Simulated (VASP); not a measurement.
Write the native input for VASP 6.6.1 that does the following.

```yaml
Task: single point
Functional: PBE
Potentials_or_basis: VASP PAW PBE potentials, release 64 (Nd_3, Hf_pv), 4f in core
Cutoff: 500 eV
k_mesh: 5 × 5 × 5
Occupations: gaussian, width 0.2 eV
Spin: no spin polarisation
Dipole_correction: no
Further_INCAR_settings: ALGO = Normal; EDIFF = 1e-06; NBANDS = 29
```

The structure of NdHf lies in POSCAR:

```
NdHf
1.0
    0.0000000000      3.7934878050      3.7934878050
    3.7934878050      0.0000000000      3.7934878050
    3.7934878050      3.7934878050      0.0000000000
Nd Hf
2 2
Direct
    0.0000000000      0.0000000000      0.0000000000
    0.2500000000      0.2500000000      0.2500000000
    0.5000000000      0.5000000000      0.5000000000
    0.7500000000      0.7500000000      0.7500000000
```

The cell was generated, and may not be a known phase.

The input as run:

INCAR

```
PREC     = Accurate       # precision mode
ENCUT    = 500            # plane-wave cutoff, eV
EDIFF    = 1E-6           # SCF threshold, eV
ISMEAR   = 0              # smearing method
SIGMA    = 0.2            # smearing width, eV
LREAL    = False          # projectors in reciprocal space
LASPH    = True           # aspherical terms in the spheres
NELM     = 200            # most SCF steps
ALGO     = Normal         # electronic algorithm
ISIF     = 2              # what is computed and relaxed
LWAVE    = False          # write WAVECAR
LCHARG   = False          # write CHGCAR
GGA      = PE             # functional
NBANDS   = 29             # bands
GGA_COMPAT= False        
LMAXMIX  = 6              # l up to which the mixer works
```

KPOINTS

```
regular mesh
0
Gamma
  5 5 5
```

Potentials or basis: VASP PAW PBE potentials, release 64 (Nd_3, Hf_pv), 4f in core.

Run with:

```console
$ cat potpaw_PBE.64/Nd_3/POTCAR potpaw_PBE.64/Hf_pv/POTCAR > POTCAR
$ mpirun -np 1 vasp_std > vasp.out
```

It gave:

```yaml
Pressure: 0.3 GPa
Band_gap_on_the_k_mesh: zero (bands 21 and 22 overlap by 0.20 eV)
```

Caveat: spin-orbit coupling is left out, which moves the levels of the heavy elements; the 4f electrons are frozen in the core, so they carry no moment and show no levels.

It took 18 s on 1 thread of Intel(R) Xeon(R) 6975P-C (Granite Rapids) (shared host), peak memory 0.24 GiB.
